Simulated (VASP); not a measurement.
Cu5Sn, 6 atoms in the cell. The structure is tetragonal, space group P4/mmm (No. 123). Conventional cell: a = 3.111 Å, b = 3.111 Å, c = 8.751 Å, α = 90.00°, β = 90.00°, γ = 90.00°. Cu (site symmetry 4mm) has 9 Cu at 2.54 to 3.11 Å and 4 Sn at 2.85 Å within 3.3 Å. Cu (site symmetry 4mm) has 13 Cu at 2.54 to 3.11 Å and 1 Sn at 3.08 Å within 3.3 Å. Cu (site symmetry 4/mmm) has 14 Cu at 2.55 to 3.11 Å within 3.4 Å. Sn (site symmetry 4/mmm) has 10 Cu at 2.85 to 3.08 Å and 4 Sn at 3.11 Å within 3.8 Å. 

```yaml
Program: VASP 6.6.1
Task: single point
Functional: PBE
Potentials_or_basis: VASP PAW PBE potentials, release 64 (Cu, Sn_d)
Cutoff: 520 eV
k_mesh: 12 × 12 × 6
Occupations: fermi-dirac, width 0.15 eV
Spin: no spin polarisation
Dipole_correction: no
Further_INCAR_settings: ALGO = Fast; EDIFF = 1e-06; NBANDS = 44
```

Potentials or basis: VASP PAW PBE potentials, release 64 (Cu, Sn_d).

Command:

```bash
$ cat potpaw_PBE.64/Cu/POTCAR potpaw_PBE.64/Sn_d/POTCAR > POTCAR
$ mpirun -np 1 vasp_std > vasp.out
```

Hardware: 1 thread of Intel(R) Xeon(R) Platinum 8124M CPU @ 3.00GHz (Skylake/Cascade Lake), on a shared host.

**Question.** How long does it take, and how much memory?

**Answer.** Run time: 6.8 min on 1 thread of Intel(R) Xeon(R) Platinum 8124M CPU @ 3.00GHz (Skylake/Cascade Lake), on a shared host, peak memory 0.43 GiB. Counts: scf iterations 17, k points 112.
